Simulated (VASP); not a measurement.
A run of VASP 6.6.1 is set up as follows.

The input POSCAR:

```
BiAu
1.0
    0.0000000000      2.9010198602      2.9010198602
    2.9010198602      0.0000000000      2.9010198602
    2.9010198602      2.9010198602      0.0000000000
Au Bi
1 1
Direct
    0.5000000000      0.5000000000      0.5000000000
    0.0000000000      0.0000000000      0.0000000000
```

The input INCAR.step1:

```
  ALGO = Normal
  EDIFF = 1E-4
  ENCUT = 520
  GGA = PE
  ISMEAR = 0
  LASPH = T
  LCHARG = F
  LREAL = F
  LWAVE = T
  NBANDS = 20
  NELM = 100
  PREC = Accurate
  SIGMA = 0.05
```

Contents of INCAR.step2:

```
  ALGO = Normal
  EDIFF = 1E-6
  ENCUT = 520
  ISIF = 2
  ISMEAR = 0
  ISTART = 1
  LASPH = T
  LCHARG = F
  LMIXTAU = T
  LREAL = F
  LWAVE = F
  METAGGA = R2SCAN
  NBANDS = 20
  NELM = 100
  PREC = Accurate
  SIGMA = 0.05
```

The input KPOINTS:

```
k-points
0
Gamma
  10 10 10
```

Potentials or basis: VASP PAW PBE potentials, release 64 (Au, Bi_d).

Run with:

```bash
$ cat potpaw_PBE.64/Au/POTCAR potpaw_PBE.64/Bi_d/POTCAR > POTCAR
$ cp INCAR.step1 INCAR
$ mpirun -np 1 vasp_std > vasp.out
$ cp INCAR.step2 INCAR
$ mpirun -np 1 vasp_std > vasp.out
```

Problem. What does it give for the pressure?

Solution. 3.7 GPa.

Problem. What does it give for the band gap on the k mesh?

Solution. Zero (bands 13 and 14 overlap by 5.64 eV).

Caveat: the cell stands under pressure; the PAW data sets were made with another functional, which shifts forces and pressure a little; spin-orbit coupling is left out, which moves the levels of the heavy elements.
